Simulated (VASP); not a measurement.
# Mg (Im-3m) in VASP: further runs

The runs below take Mg through single point, with PBEsol.

Everything below comes from runs of VASP 6.6.1. Logs are shortened: lines on timing, memory, paths and dates and some standing lists are left out, and cuts for length are marked.

## Step 1: The cell of the first run

The structure is cubic, space group Im-3m (No. 229). The conventional cell has a = 3.556 Å, b = 3.556 Å, c = 3.556 Å, α = 90.00°, β = 90.00°, γ = 90.00°. Mg (site symmetry m-3m) has 14 Mg at 3.08 to 3.56 Å within 4.1 Å.

## Step 2: Single point, PBEsol

Input file INCAR:

```
SYSTEM = Mg
PREC = Accurate
ENCUT = 520
EDIFF = 1E-7
ISMEAR = -1
SIGMA = 0.05
LREAL = .False.
LASPH = .True.
NELM = 80
ALGO = Normal
ISIF = 2
LWAVE = .False.
LCHARG = .False.
GGA = PS
NBANDS = 7
```

Input file KPOINTS:

```
regular mesh
0
Gamma
  18 18 18
  0 0 0
```

Input file POSCAR:

```
Mg
1.0
   -1.7778086392      1.7778086392      1.7778086392
    1.7778086392     -1.7778086392      1.7778086392
    1.7778086392      1.7778086392     -1.7778086392
Mg
1
Direct
    0.0000000000      0.0000000000      0.0000000000
```

Potentials or basis: VASP PAW PBE potentials, release 64 (Mg).

Started as:

```
> cat potpaw_PBE.64/Mg/POTCAR > POTCAR
> mpirun -np 1 vasp_std > vasp.out
```

OUTCAR:

```text
SYSTEM = Mg
   PREC = Accurate
   ENCUT = 520
   EDIFF = 1E-7
   ISMEAR = -1
   LREAL = .False.
   LASPH = .True.
   NELM = 80
   ISIF = 2
   GGA = PS

 ion  position               nearest neighbor table
   1  0.000  0.000  0.000-

  LATTYP: Found a body centered cubic cell.
 ALAT       =     3.5556172784

  Lattice vectors:

 A1 = (  -1.7778086392,   1.7778086392,   1.7778086392)
 A2 = (   1.7778086392,  -1.7778086392,   1.7778086392)
 A3 = (   1.7778086392,   1.7778086392,  -1.7778086392)

Analysis of symmetry for initial positions (statically):
=====================================================================
 Subroutine PRICEL returns:
 Original cell was already a primitive cell.

 Routine SETGRP: Setting up the symmetry group for a
 body centered cubic supercell.

 Subroutine GETGRP returns: Found 48 space group operations
 (whereof 48 operations were pure point group operations)
 out of a pool of 48 trial point group operations.

The static configuration has the point symmetry O_h .

Analysis of symmetry for dynamics (positions and initial velocities):
=====================================================================
 Subroutine PRICEL returns:
 Original cell was already a primitive cell.

 Routine SETGRP: Setting up the symmetry group for a
 body centered cubic supercell.

 Subroutine GETGRP returns: Found 48 space group operations
 (whereof 48 operations were pure point group operations)
 out of a pool of 48 trial point group operations.

The dynamic configuration has the point symmetry O_h .

 Subroutine INISYM returns: Found 48 space group operations
 (whereof 48 operations are pure point group operations),
 and found     1 'primitive' translations

----------------------------------------------------------------------------------------

                                     Primitive cell

  volume of cell :      22.4758

  direct lattice vectors                    reciprocal lattice vectors
    -1.777808639  1.777808639  1.777808639     0.000000000  0.281245118  0.281245118
     1.777808639 -1.777808639  1.777808639     0.281245118  0.000000000  0.281245118
     1.777808639  1.777808639 -1.777808639     0.281245118  0.281245118  0.000000000

  length of vectors
     3.079254889  3.079254889  3.079254889     0.397740660  0.397740660  0.397740660

  position of ions in fractional coordinates (direct lattice)
     0.000000000  0.000000000  0.000000000

  ion indices of the primitive-cell ions
   primitive index   ion index
                 1           1

----------------------------------------------------------------------------------------

 KPOINTS: regular mesh

Automatic generation of k-mesh.
 Grid dimensions read from file:
 generate k-points for:   18   18   18

 Generating k-lattice:

  Cartesian coordinates                     Fractional coordinates (reciprocal lattice)
     0.000000000  0.015624729  0.015624729     0.055555556  0.000000000  0.000000000
     0.015624729  0.000000000  0.015624729     0.000000000  0.055555556  0.000000000
     0.015624729  0.015624729  0.000000000     0.000000000  0.000000000  0.055555556

  Length of vectors
     0.022096703  0.022096703  0.022096703

  Shift w.r.t. Gamma in fractional coordinates (k-lattice)
     0.000000000  0.000000000  0.000000000

 Subroutine IBZKPT returns following result:
 ===========================================

 Found    195 irreducible k-points:

 Following reciprocal coordinates:
            Coordinates               Weight
  0.000000  0.000000  0.000000      1.000000
  0.055556  0.000000  0.000000     12.000000
  0.111111  0.000000  0.000000     12.000000
  0.166667  0.000000  0.000000     12.000000
  0.222222  0.000000  0.000000     12.000000
  0.277778  0.000000  0.000000     12.000000
[... 16 lines left out ...]
  0.333333  0.111111  0.000000     48.000000
  0.388889  0.111111 -0.000000     48.000000
 [... further k-points ...]
   k-points           NKPTS =    195   k-points in BZ     NKDIM =    195   number of bands    NBANDS=      7
   number of dos      NEDOS =    301   number of ions     NIONS =      1
   total plane-waves  NPLWV =  13824
   dimension x,y,z NGX =    24 NGY =   24 NGZ =   24
   dimension x,y,z NGXF=    48 NGYF=   48 NGZF=   48
   ions per type =               1
   NGX,Y,Z   is equivalent  to a cutoff of  12.96, 12.96, 12.96 a.u.
   NGXF,Y,Z  is equivalent  to a cutoff of  25.91, 25.91, 25.91 a.u.
 SYSTEM =  Mg
   PREC   = accura    normal or accurate (medium, high low for compatibility)
   ISTART =      0    job   : 0-new  1-cont  2-samecut
   ICHARG =      2    charge: 1-file 2-atom 10-const
   ISPIN  =      1    spin polarized calculation?
   LNONCOLLINEAR =      F non collinear calculations
   LSORBIT =      F    spin-orbit coupling
   LASPH  =      T    aspherical Exc in radial PAW
   ENCUT  =  520.0 eV  38.22 Ry    6.18 a.u.   5.73  5.73  5.73*2*pi/ulx,y,z
   NELM   =     80;   NELMIN=  2; NELMDL= -5     # of ELM steps
   EDIFF  = 0.1E-06   stopping-criterion for ELM
   LREAL  =      F    real-space projection
   EDIFFG = 0.1E-05   stopping-criterion for IOM
   NSW    =      0    number of steps for IOM
   IBRION =     -1    ionic relax: 0-MD 1-quasi-New 2-CG
   NFREE  =      0    steps in history (QN), initial steepest desc. (CG)
   ISIF   =      2    stress and relaxation
   ISYM   =      2    0-nonsym 1-usesym 2-fastsym
   POTIM  = 0.5000    time-step for ionic-motion
   TEBEG  =    0.0;   TEEND  =   0.0 temperature during run
   PSTRESS=    0.0 pullay stress
   NELECT =       2.0000    total number of electrons
   NUPDOWN=      -1.0000    fix difference up-down
   EMIN   =  10.00;   EMAX   =-10.00  energy-range for DOS
   EFERMI =   0.00;   METHOD = LEGACY
   ISMEAR =    -1;   SIGMA  =   0.05  broadening in eV -4-tet -1-fermi 0-gaus
   EFERMI_NEDOS =   21; number of points for ismear=-14 and -15
   IALGO  =     38    algorithm
   IMIX   =      4    mixing-type and parameters
     AMIX     =   0.40;   BMIX     =  1.00
     AMIX_MAG =   1.60;   BMIX_MAG =  1.00
  volume/ion in A,a.u.               =      22.48       151.67
  Fermi-wavevector in a.u.,A,eV,Ry     =   0.730881  1.381164  7.268050  0.534187
  Thomas-Fermi vector in A             =   1.822960
   LORBIT       =      0    0 simple, 1 ext, 2 COOP (PROOUT), +10 PAW based schemes
   GGA     = PS    functional components
   LHFCALC =     F    Hartree Fock is set to
   AEXX    =    0.0000 exact exchange contribution
   IVDW    =     0    specifies the selected vdW correction
   LEPSILON=     F    determine dielectric tensor
   LRPA    =     F    only Hartree local field effects (RPA)
 non-spin polarized calculation
  energy-cutoff  :      520.00
  volume of cell :       22.48
 maximum number of plane-waves:       622
   NGX = 11   NGY = 11   NGZ = 11

 number of electron       2.0000000 magnetization

 Free energy of the ion-electron system (eV)
  ---------------------------------------------------
  ext. energy  EPLUGINS =         0.00000000
  ---------------------------------------------------
  free energy    TOTEN  =        -1.69713832 eV

  energy without entropy =       -1.69404931  energy(sigma->0) =       -1.69559382

 E-fermi :   2.7266     XC(G=0):  -8.6033

 val. band max:        2.6948518148   @ k =  -0.3889   0.4444   0.3333
 cond. band min:       2.7553398893   @ k =  -0.4444   0.4444   0.3333
 fundamental gap:      0.0604880745
 Fermi energy:         2.7266306058

 k-point     1 :       0.0000    0.0000    0.0000
  band No.  band energies     occupation
      1      -4.3144      2.00000
      2      15.8588      0.00000
      3      15.8588      0.00000
      4      15.8588      0.00000
      5      17.9056      0.00000
      6      17.9057      0.00000
      7      18.1051      0.00000

 k-point     2 :       0.0556    0.0000    0.0000
  band No.  band energies     occupation
      1      -4.2407      2.00000
      2      14.9690      0.00000
      3      15.4700      0.00000
      4      15.4974      0.00000
      5      17.0894      0.00000
      6      17.2133      0.00000
      7      18.2458      0.00000

 k-point     3 :       0.1111    0.0000    0.0000
  band No.  band energies     occupation
      1      -4.0200      2.00000
      2      13.1413      0.00000
      3      14.6897      0.00000
      4      14.8247      0.00000
      5      16.1681      0.00000
      6      16.7496      0.00000
      7      18.4463      0.00000

 k-point     4 :       0.1667    0.0000    0.0000
  band No.  band energies     occupation
      1      -3.6532      2.00000
      2      11.2004      0.00000
      3      13.8777      0.00000
      4      14.1554      0.00000
      5      15.3467      0.00000
      6      16.2910      0.00000
      7      18.8032      0.00000

 k-point     5 :       0.2222    0.0000    0.0000
  band No.  band energies     occupation
      1      -3.1421      2.00000
      2       9.3172      0.00000
      3      13.1460      0.00000
      4      13.5658      0.00000
      5      14.6464      0.00000
      6      15.8069      0.00000
      7      19.3198      0.00000

 k-point     6 :       0.2778    0.0000    0.0000
  band No.  band energies     occupation
      1      -2.4892      2.00000
      2       7.5301      0.00000
      3      12.5302      0.00000
      4      13.0765      0.00000
      5      14.0726      0.00000
      6      15.3451      0.00000
      7      19.8642      0.00000

 k-point     7 :       0.3333    0.0000    0.0000
  band No.  band energies     occupation
      1      -1.6976      2.00000
      2       5.8528      0.00000
      3      12.0441      0.00000
      4      12.6940      0.00000
      5      13.6264      0.00000
      6      14.9484      0.00000
      7      20.4459      0.00000

 k-point     8 :       0.3889    0.0000    0.0000
  band No.  band energies     occupation
      1      -0.7721      2.00000
      2       4.2937      0.00000
      3      11.6941      0.00000
      4      12.4204      0.00000
      5      13.3080      0.00000
      6      14.6466      0.00000
      7      21.0943      0.00000

 k-point     9 :       0.4444    0.0000    0.0000
  band No.  band energies     occupation
      1       0.2751      2.00000
      2       2.8661      0.11579
      3      11.4831      0.00000
      4      12.2562      0.00000
      5      13.1171      0.00000
      6      14.4586      0.00000
      7      21.7215      0.00000

 k-point    10 :       0.5000    0.0000    0.0000
  band No.  band energies     occupation
      1       1.2017      2.00000
      2       1.8127      2.00000
      3      11.4127      0.00000
      4      12.2015      0.00000
      5      13.0535      0.00000
      6      14.3948      0.00000
      7      22.0369      0.00000

 k-point    11 :       0.0556    0.0556    0.0000
  band No.  band energies     occupation
      1      -4.0935      2.00000
      2      13.9979      0.00000
      3      14.2223      0.00000
      4      15.1309      0.00000
      5      16.6641      0.00000
      6      17.0060      0.00000
      7      18.4978      0.00000
[... 51 lines left out ...]
 k-point    17 :       0.3889    0.0556   -0.0000
  band No.  band energies     occupation
      1      -0.2093      2.00000
      2       3.6121      0.00000
      3      10.6741      0.00000
      4      12.1650      0.00000
      5      13.6560      0.00000
      6      15.2918      0.00000
      7      20.7635      0.00000

 k-point    18 :       0.4444    0.0556   -0.0000
  band No.  band energies     occupation
      1       0.8747      2.00000
      2       2.2750      1.99976
      3      10.5395      0.00000
      4      12.0464      0.00000
      5      13.5261      0.00000
      6      15.1745      0.00000
      7      21.4686      0.00000

 k-point    19 :       0.1111    0.1111    0.0000
  band No.  band energies     occupation
      1      -3.4338      2.00000
      2      11.1044      0.00000
      3      11.6808      0.00000
      4      13.8154      0.00000
      5      16.0607      0.00000
      6      16.7955      0.00000
      7      18.9973      0.00000

 k-point    20 :       0.1667    0.1111    0.0000
  band No.  band energies     occupation
      1      -2.9240      2.00000
      2       9.4377      0.00000
      3      10.7767      0.00000
      4      13.1953      0.00000
      5      15.6873      0.00000
      6      16.9047      0.00000
      7      18.6935      0.00000

 k-point    21 :       0.2222    0.1111    0.0000
  band No.  band energies     occupation
      1      -2.2726      2.00000
      2       7.6955      0.00000
      3      10.1535      0.00000
      4      12.6629      0.00000
      5      15.2077      0.00000
      6      17.0726      0.00000
      7      18.5639      0.00000

 k-point    22 :       0.2778    0.1111    0.0000
  band No.  band energies     occupation
      1      -1.4829      2.00000
      2       6.0377      0.00000
      3       9.6784      0.00000
      4      12.2390      0.00000
      5      14.7920      0.00000
      6      17.0304      0.00000
      7      18.8770      0.00000

 k-point    23 :       0.3333    0.1111    0.0000
  band No.  band energies     occupation
      1      -0.5599      2.00000
      2       4.4896      0.00000
      3       9.3402      0.00000
      4      11.9322      0.00000
      5      14.4826      0.00000
      6      16.8740      0.00000
      7      19.5155      0.00000

 k-point    24 :       0.3889    0.1111   -0.0000
  band No.  band energies     occupation
      1       0.4838      2.00000
      2       3.0696      0.00210
      3       9.1374      0.00000
      4      11.7466      0.00000
      5      14.2934      0.00000
      6      16.7465      0.00000
      7      20.2812      0.00000

 [... further k-points ...]
[... 5 lines left out ...]
  --------------------------------------------------------------------------------------
  -------------------------------------------------------------------------------------
  Total       -0.0039503     -0.0039503     -0.0039503      0.0000000     -0.0000000      0.0000000
  in kB       -0.2815926     -0.2815926     -0.2815926      0.0000000     -0.0000000      0.0000000
  external PRESSURE =      -0.2815926 kB  Pullay stress =       0.0000000 kB

 VOLUME and BASIS-vectors are now :
 -----------------------------------------------------------------------------
  energy-cutoff  :      520.00
  volume of cell :       22.48
      direct lattice vectors                 reciprocal lattice vectors
    -1.777808639  1.777808639  1.777808639     0.000000000  0.281245118  0.281245118
     1.777808639 -1.777808639  1.777808639     0.281245118  0.000000000  0.281245118
     1.777808639  1.777808639 -1.777808639     0.281245118  0.281245118  0.000000000

 POSITION                                       TOTAL-FORCE (eV/Angst)
 -----------------------------------------------------------------------------------
      0.00000      0.00000      0.00000         0.000000     -0.000000     -0.000000
 -----------------------------------------------------------------------------------
    total drift:                                0.000000      0.000000      0.000000

  FREE ENERGIE OF THE ION-ELECTRON SYSTEM (eV)
  ---------------------------------------------------
  free  energy   TOTEN  =        -1.6971383219 eV

  energy  without entropy=       -1.6940493126  energy(sigma->0) =       -1.69559382
```

Wall time 8.8 s (1 thread of Intel Xeon 6975P-C, shared host); peak memory 0.16 GiB.

Results:

| Item | Value |
| --- | --- |
| Free energy | -1.6971 eV |
| Pressure | 0.0 GPa |
| Band gap on the k mesh | zero (band 1 reaches 6.63 eV, above the bottom of band 2 at 1.81 eV) |

Levels at points of the mesh, in eV from the Fermi level:
| k point | band 1 | band 2 | band 3 | band 4 |
| --- | --- | --- | --- | --- |
| (0.00, 0.00, 0.00) | -7.04 | 13.13 | 13.13 | 13.13 |
| (0.50, 0.00, 0.00) | -1.52 | -0.91 | 8.69 | 9.47 |
| (0.50, 0.50, 0.50) | 3.90 | 3.90 | 3.90 | 4.00 |

Caveat: the PAW data sets were made with another functional, which shifts forces and pressure a little.

## Step 3: Single point, PBEsol

Input file INCAR:

```
PREC = Accurate ; ENCUT = 520
EDIFF = 1E-6 ; ISMEAR = -1
SIGMA = 0.05 ; LREAL = False
LASPH = True ; NELM = 100
ALGO = Normal ; ISIF = 2
LWAVE = False ; LCHARG = True
GGA = PS ; LELF = True
LVHAR = True ; NBANDS = 7
```

Input file KPOINTS:

```
regular mesh
0
Gamma
  18 18 18
```

POSCAR is that of step 2.

Potentials or basis: VASP PAW PBE potentials, release 64 (Mg).

Started as:

```
> cat potpaw_PBE.64/Mg/POTCAR > POTCAR
> mpirun -np 1 vasp_std > vasp.out
```

Run time: 10 s. Hardware: 1 thread of Intel Xeon 6975P-C, shared host; peak memory 0.16 GiB.

It converged, with:

* Free energy: -1.6971 eV
* Pressure: 0.0 GPa
* Band gap on the k mesh: zero (band 1 reaches 6.63 eV, above the bottom of band 2 at 1.81 eV)

Levels at points of the mesh, in eV from the Fermi level:
```tsv
k point	band 1	band 2	band 3	band 4	band 5	band 6
(0.00, 0.00, 0.00)	-7.04	13.13	13.13	13.13	15.18	15.18
(0.50, 0.00, 0.00)	-1.52	-0.91	8.69	9.47	10.33	11.67
(0.50, 0.50, 0.50)	3.90	3.90	3.90	4.00	4.00	7.74
```

Caveat: the PAW data sets were made with another functional, which shifts forces and pressure a little.

## Step 4: Single point, PBEsol

Input file INCAR:

```
PREC = Accurate
ENCUT = 520
EDIFF = 1E-6
ISMEAR = -1
SIGMA = 0.15
LREAL = False
LASPH = True
NELM = 80
ALGO = Normal
ISIF = 2
LWAVE = False
LCHARG = False
GGA = PS
NBANDS = 7
```

Input file KPOINTS:

```
Automatic mesh
0
Gamma
  18 18 18
```

POSCAR is that of step 3.

Started as:

```
> cat potpaw_PBE.64/Mg/POTCAR > POTCAR
> mpirun -np 1 vasp_std > vasp.out
```

It took 10 s on 1 thread of Intel Xeon 6975P-C, shared host; peak memory 0.16 GiB.

The run converged. Its results:

```
Free energy            : -1.7108 eV
Pressure               : 0.0 GPa
Band gap on the k mesh : zero (band 1 reaches 6.63 eV, above the bottom of band 2 at 1.81 eV)
```

Levels at points of the mesh, in eV from the Fermi level:
| k point | band 1 | band 2 | band 3 | band 4 | band 5 |
| --- | --- | --- | --- | --- | --- |
| (0.00, 0.00, 0.00) | -7.05 | 13.12 | 13.12 | 13.12 | 15.17 |
| (0.50, 0.00, 0.00) | -1.53 | -0.92 | 8.68 | 9.47 | 10.32 |
| (0.50, 0.50, 0.50) | 3.90 | 3.90 | 3.90 | 3.99 | 3.99 |

Caveat: the PAW data sets were made with another functional, which shifts forces and pressure a little.
